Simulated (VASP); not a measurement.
# CdSe (P6_3mc) in VASP: notebook, part 2 of 2

VASP 6.6.1.

**3. Single point, r2SCAN (strain -1.0%)**

Contents of POSCAR:

```
CdSe
1.0
    4.2973164287      0.0000000000      0.0000000000
   -2.1486582143      3.7215851954      0.0000000000
    0.0000000000      0.0000000000      7.0058795226
Cd Se
2 2
Direct
    0.3333333333      0.6666666667     -0.0004760037
    0.6666666667      0.3333333333      0.4995239963
    0.3333333333      0.6666666667      0.3754760037
    0.6666666667      0.3333333333      0.8754760037
```

Contents of INCAR.step1:

```
SYSTEM = CdSe
PREC     = Accurate       ! precision mode
ENCUT    = 550            ! plane-wave cutoff, eV
ISMEAR   = 0              ! smearing method
SIGMA    = 0.01           ! smearing width, eV
LREAL    = .FALSE.        ! projectors in reciprocal space
LASPH    = .TRUE.         ! aspherical terms in the spheres
NELM     = 120            ! most SCF steps
NBANDS   = 26             ! bands
GGA      = PE             ! functional
ALGO     = Normal         ! electronic algorithm
EDIFF    = 1E-5           ! SCF threshold, eV
LWAVE    = .TRUE.         ! write WAVECAR
LCHARG   = .FALSE.        ! write CHGCAR
GGA_COMPAT= .FALSE.
```

Contents of INCAR.step2:

```
SYSTEM = CdSe
PREC     = Accurate       ! precision mode
ENCUT    = 550            ! plane-wave cutoff, eV
EDIFF    = 1E-6           ! SCF threshold, eV
ISMEAR   = 0              ! smearing method
SIGMA    = 0.01           ! smearing width, eV
LREAL    = .FALSE.        ! projectors in reciprocal space
LASPH    = .TRUE.         ! aspherical terms in the spheres
NELM     = 120            ! most SCF steps
ALGO     = Normal         ! electronic algorithm
ISIF     = 2              ! what is computed and relaxed
LWAVE    = .FALSE.        ! write WAVECAR
LCHARG   = .TRUE.         ! write CHGCAR
METAGGA  = R2SCAN         ! meta-GGA
LMIXTAU  = .TRUE.       
LELF     = .TRUE.         ! ELF
LVHAR    = .TRUE.       
NBANDS   = 26             ! bands
ISTART   = 1            
GGA_COMPAT= .FALSE.
```

Contents of KPOINTS:

```
Automatic mesh
0
G
  12 12 4
  0 0 0
```

Potentials or basis: VASP PAW PBE potentials, release 64 (Cd, Se).

Started as:

```console
$ cat potpaw_PBE.64/Cd/POTCAR potpaw_PBE.64/Se/POTCAR > POTCAR
$ cp INCAR.step1 INCAR
$ mpirun -np 1 vasp_std > vasp.out
$ cp INCAR.step2 INCAR
$ mpirun -np 1 vasp_std > vasp.out
```

OUTCAR:

```text
SYSTEM = CdSe
   PREC = Accurate
   ENCUT = 550
   EDIFF = 1E-6
   ISMEAR = 0
   LREAL = .FALSE.
   LASPH = .TRUE.
   NELM = 120
   ISIF = 2
   METAGGA = R2SCAN
   ISTART = 1

 ion  position               nearest neighbor table
   1  0.333  0.667  1.000-   4 2.63   4 2.63   4 2.63   3 2.63
   2  0.667  0.333  0.500-   3 2.63   3 2.63   3 2.63   4 2.63
   3  0.333  0.667  0.375-   2 2.63   2 2.63   2 2.63   1 2.63
   4  0.667  0.333  0.875-   1 2.63   1 2.63   1 2.63   2 2.63

  LATTYP: Found a hexagonal cell.
 ALAT       =     4.2973164287
 C/A-ratio  =     1.6302917504

  Lattice vectors:

 A1 = (   4.2973164287,   0.0000000000,   0.0000000000)
 A2 = (  -2.1486582143,   3.7215851954,   0.0000000000)
 A3 = (   0.0000000000,   0.0000000000,   7.0058795226)

Analysis of symmetry for initial positions (statically):
=====================================================================
 Subroutine PRICEL returns:
 Original cell was already a primitive cell.

 Routine SETGRP: Setting up the symmetry group for a
 hexagonal supercell.

 Subroutine GETGRP returns: Found 12 space group operations
 (whereof  6 operations were pure point group operations)
[... 172 lines left out ...]

 val. band max:        0.6791755230   @ k =   0.0000   0.0000   0.0000
 cond. band min:       1.8465371941   @ k =   0.0000   0.0000   0.0000
 fundamental gap:      1.1673616711
 Fermi energy:         0.7195370275

 k-point     1 :       0.0000    0.0000    0.0000
  band No.  band energies     occupation
      1     -12.3715      2.00000
      2     -11.9822      2.00000
      3      -7.4912      2.00000
      4      -7.4850      2.00000
      5      -7.4850      2.00000
      6      -7.4104      2.00000
[... 685 lines left out ...]
     25       8.7290      0.00000
     26       9.8937      0.00000

 [... further k-points ...]

------------------------ aborting loop because EDIFF is reached ----------------------------------------

  FORCE on cell =-STRESS in cart. coord.  units (eV):
  Direction    XX          YY          ZZ          XY          YZ          ZX
  --------------------------------------------------------------------------------------
  -------------------------------------------------------------------------------------
  Total        1.3291648      1.3291648      1.3587359      0.0000000      0.0000000      0.0000000
  in kB       19.0064692     19.0064692     19.4293233      0.0000000      0.0000000      0.0000000
  external PRESSURE =      19.1474206 kB  Pullay stress =       0.0000000 kB

 VOLUME and BASIS-vectors are now :
 -----------------------------------------------------------------------------
  energy-cutoff  :      550.00
  volume of cell :      112.04
      direct lattice vectors                 reciprocal lattice vectors
     4.297316429  0.000000000  0.000000000     0.232703367  0.134351351  0.000000000
    -2.148658214  3.721585195  0.000000000     0.000000000  0.268702703  0.000000000
     0.000000000  0.000000000  7.005879523     0.000000000  0.000000000  0.142737253

 POSITION                                       TOTAL-FORCE (eV/Angst)
 -----------------------------------------------------------------------------------
     -0.00000      2.48106      7.00254        -0.000000      0.000000      0.002388
      2.14866      1.24053      3.49960         0.000000     -0.000000      0.002388
     -0.00000      2.48106      2.63054         0.000000     -0.000000     -0.002388
      2.14866      1.24053      6.13348        -0.000000      0.000000     -0.002388
 -----------------------------------------------------------------------------------
    total drift:                               -0.000000      0.000000     -0.003203

  FREE ENERGIE OF THE ION-ELECTRON SYSTEM (eV)
  ---------------------------------------------------
  free  energy   TOTEN  =       -71.8102080335 eV

  energy  without entropy=      -71.8102080335  energy(sigma->0) =      -71.81020803
```

Wall time 20 min (1 thread of Oxide Virtual Turin-like, shared host); peak memory 0.34 GiB.

What came out:

```yaml
Free_energy: -71.8102 eV
Pressure: 1.9 GPa
Band_gap_on_the_k_mesh: 1.17 eV
```

Forces on the atoms (eV/Å):
```
Cd   0.000  0.000  0.002
Cd   0.000  0.000  0.002
Se   0.000  0.000 -0.002
Se   0.000  0.000 -0.002
```

Levels at points of the mesh, in eV from the valence-band top:
```tsv
k point	band 14	band 15	band 16	band 17	band 18	band 19	band 20	band 21	band 22	band 23
(0.00, 0.00, 0.00)	-0.78	-0.78	-0.05	0.00	0.00	1.17	2.67	6.38	6.38	6.69
(0.50, 0.00, 0.00)	-3.66	-2.71	-1.91	-1.36	-0.77	3.70	3.71	5.09	6.67	6.94
(0.00, 0.00, 0.50)	-2.64	-0.41	-0.41	-0.41	-0.41	2.85	2.85	6.32	6.32	6.77
(0.50, 0.00, 0.50)	-4.26	-1.39	-1.39	-1.38	-1.38	3.35	3.35	5.28	5.28	8.22
```

Caveat: the cell differs from its parent crystal (strain -1.0%); the PAW data sets were made with another functional, which shifts forces and pressure a little.

**4. Single point, r2SCAN (strain +1.0%)**

Contents of POSCAR:

```
CdSe
1.0
    4.3841309020      0.0000000000      0.0000000000
   -2.1920654510      3.7967687347      0.0000000000
    0.0000000000      0.0000000000      7.1474124423
Cd Se
2 2
Direct
    0.3333333333      0.6666666667     -0.0004760037
    0.6666666667      0.3333333333      0.4995239963
    0.3333333333      0.6666666667      0.3754760037
    0.6666666667      0.3333333333      0.8754760037
```

Contents of INCAR.step1:

```
SYSTEM = CdSe
ALGO = Normal ; EDIFF = 1E-5
ENCUT = 550 ; GGA = PE
GGA_COMPAT = .FALSE. ; ISMEAR = 0
LASPH = .TRUE. ; LCHARG = .FALSE.
LREAL = .FALSE. ; LWAVE = .TRUE.
NBANDS = 26 ; NELM = 120
PREC = Accurate ; SIGMA = 0.01
```

Contents of INCAR.step2:

```
SYSTEM = CdSe
ALGO = Normal ; EDIFF = 1E-6
ENCUT = 550 ; GGA_COMPAT = .FALSE.
ISIF = 2 ; ISMEAR = 0
ISTART = 1 ; LASPH = .TRUE.
LCHARG = .TRUE. ; LELF = .TRUE.
LMIXTAU = .TRUE. ; LREAL = .FALSE.
LVHAR = .TRUE. ; LWAVE = .FALSE.
METAGGA = R2SCAN ; NBANDS = 26
NELM = 120 ; PREC = Accurate
SIGMA = 0.01
```

Contents of KPOINTS:

```
k-points
0
G
  12 12 4
  0 0 0
```

Started as:

```console
$ cat potpaw_PBE.64/Cd/POTCAR potpaw_PBE.64/Se/POTCAR > POTCAR
$ cp INCAR.step1 INCAR
$ mpirun -np 1 vasp_std > vasp.out
$ cp INCAR.step2 INCAR
$ mpirun -np 1 vasp_std > vasp.out
```

Wall time 25 min (1 thread of Oxide Virtual Turin-like, shared host); peak memory 0.36 GiB.

It converged, with:

| Property | Result |
| --- | --- |
| Free energy | -71.8220 eV |
| Pressure | -1.2 GPa |
| Band gap on the k mesh | 1.02 eV |

Forces in eV/Å, atoms in the order of the input:
```
Cd   0.000  0.000 -0.003
Cd   0.000  0.000 -0.003
Se   0.000  0.000  0.003
Se   0.000  0.000  0.003
```

Levels at points of the mesh, in eV from the valence-band top:
| k point | band 16 | band 17 | band 18 | band 19 | band 20 | band 21 |
| --- | --- | --- | --- | --- | --- | --- |
| (0.00, 0.00, 0.00) | -0.04 | 0.00 | 0.00 | 1.02 | 2.60 | 6.37 |
| (0.50, 0.00, 0.00) | -1.71 | -1.21 | -0.69 | 3.56 | 3.70 | 5.10 |
| (0.00, 0.00, 0.50) | -0.36 | -0.36 | -0.36 | 2.71 | 2.71 | 6.21 |
| (0.50, 0.00, 0.50) | -1.25 | -1.23 | -1.23 | 3.31 | 3.31 | 5.25 |

Caveat: the cell differs from its parent crystal (strain +1.0%); the PAW data sets were made with another functional, which shifts forces and pressure a little. A k mesh can miss the band edges.

**5. Single point, r2SCAN (strain +2.0%)**

Contents of POSCAR:

```
CdSe
1.0
    4.4275381386      0.0000000000      0.0000000000
   -2.2137690693      3.8343605043      0.0000000000
    0.0000000000      0.0000000000      7.2181789021
Cd Se
2 2
Direct
    0.3333333333      0.6666666667     -0.0004760037
    0.6666666667      0.3333333333      0.4995239963
    0.3333333333      0.6666666667      0.3754760037
    0.6666666667      0.3333333333      0.8754760037
```

Contents of INCAR.step1:

```
PREC = Accurate ; ENCUT = 550
ISMEAR = 0 ; SIGMA = 0.01
LREAL = F ; LASPH = T
NELM = 120 ; NBANDS = 26
GGA = PE ; ALGO = Normal
EDIFF = 1E-5 ; LWAVE = T
LCHARG = F ; GGA_COMPAT = F
```

Contents of INCAR.step2:

```
PREC = Accurate ; ENCUT = 550
EDIFF = 1E-6 ; ISMEAR = 0
SIGMA = 0.01 ; LREAL = F
LASPH = T ; NELM = 120
ALGO = Normal ; ISIF = 2
LWAVE = F ; LCHARG = F
METAGGA = R2SCAN ; LMIXTAU = T
NBANDS = 26 ; ISTART = 1
GGA_COMPAT = F
```

Contents of KPOINTS:

```
regular mesh
0
Gamma
  12 12 4
```

Started as:

```console
$ cat potpaw_PBE.64/Cd/POTCAR potpaw_PBE.64/Se/POTCAR > POTCAR
$ cp INCAR.step1 INCAR
$ mpirun -np 1 vasp_std > vasp.out
$ cp INCAR.step2 INCAR
$ mpirun -np 1 vasp_std > vasp.out
```

Wall time 28 min (1 thread of Oxide Virtual Turin-like, shared host); peak memory 0.37 GiB.

It converged, with:

```yaml
Free_energy: -71.7804 eV
Pressure: -2.5 GPa
Largest_force: 0.004 eV/Å
Band_gap_on_the_k_mesh: 0.95 eV
```

Forces in eV/Å, atoms in the order of the input:
```
Cd   0.000  0.000 -0.004
Cd   0.000  0.000 -0.004
Se   0.000  0.000  0.004
Se   0.000  0.000  0.004
```

Levels at points of the mesh, in eV from the valence-band top:
```tsv
k point	band 15	band 16	band 17	band 18	band 19	band 20	band 21	band 22
(0.00, 0.00, 0.00)	-0.66	-0.03	0.00	0.00	0.95	2.55	6.36	6.36
(0.50, 0.00, 0.00)	-2.33	-1.61	-1.14	-0.65	3.48	3.69	5.10	6.31
(0.00, 0.00, 0.50)	-0.34	-0.34	-0.34	-0.34	2.64	2.64	6.16	6.16
(0.50, 0.00, 0.50)	-1.18	-1.18	-1.17	-1.17	3.28	3.28	5.24	5.24
```

Caveat: the cell differs from its parent crystal (strain +2.0%); the PAW data sets were made with another functional, which shifts forces and pressure a little. A k mesh can miss the band edges.

**6. The runs side by side**

```csv
spin,cell,smearing,gap on the mesh (eV),pressure (GPa)
"non-collinear, zero start, SOC","a = 4.471, b = 4.471, c = 7.289 Å, angles 90.0, 90.0, 120.0°, 4 atoms, atomic positions A",fermi-dirac 0.02 eV,-,-3.6
off,"a = 4.297, b = 4.297, c = 7.006 Å, angles 90.0, 90.0, 120.0°, 4 atoms, atomic positions B",gaussian 0.01 eV,1.17,1.9
off,"a = 4.384, b = 4.384, c = 7.147 Å, angles 90.0, 90.0, 120.0°, 4 atoms, atomic positions B",gaussian 0.01 eV,1.02,-1.2
off,"a = 4.428, b = 4.428, c = 7.218 Å, angles 90.0, 90.0, 120.0°, 4 atoms, atomic positions B",gaussian 0.01 eV,0.95,-2.5
```

Alike in all rows: task single point; level r2SCAN; potentials or basis VASP PAW PBE potentials, release 64 (Cd, Se); k mesh 12 × 12 × 4; cutoff (eV) 550.

Caveats: the PAW data sets were made with another functional, which shifts forces and pressure a little; the cell stands under tension (at least some runs).

Total energies depend on the potentials used, so only differences within one code and one set of settings carry meaning.
